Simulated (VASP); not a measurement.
A run of VASP 6.6.1:

The input INCAR:

```
SYSTEM = CsI
PREC = Accurate ; ENCUT = 500
EDIFF = 1E-6 ; ISMEAR = 0
SIGMA = 0.02 ; LREAL = .False.
LASPH = .True. ; NELM = 120
ALGO = Normal ; ISIF = 2
LWAVE = .False. ; LCHARG = .False.
GGA = PE ; NBANDS = 15
GGA_COMPAT = .False.
```

The input KPOINTS:

```
regular mesh
0
Gamma
  6 6 6
  0 0 0
```

POSCAR

```
CsI
1.0
    4.5667000000      0.0000000000      0.0000000000
    0.0000000000      4.5667000000      0.0000000000
    0.0000000000      0.0000000000      4.5667000000
Cs I
1 1
Direct
    0.0000000000      0.0000000000      0.0000000000
    0.5000000000      0.5000000000      0.5000000000
```

Potentials or basis: VASP PAW PBE potentials, release 64 (Cs_sv, I).

Command:

```bash
$ cat potpaw_PBE.64/Cs_sv/POTCAR potpaw_PBE.64/I/POTCAR > POTCAR
$ mpirun -np 1 vasp_std > vasp.out
```

Hardware: 1 thread of Intel Xeon 6975P-C (shared host).

**Question.** Estimate the wall time of this run.

**Answer.** Run time: 21 s on 1 thread of Intel Xeon 6975P-C (shared host), peak memory 0.21 GiB. Counts: scf iterations 12, k points 20.
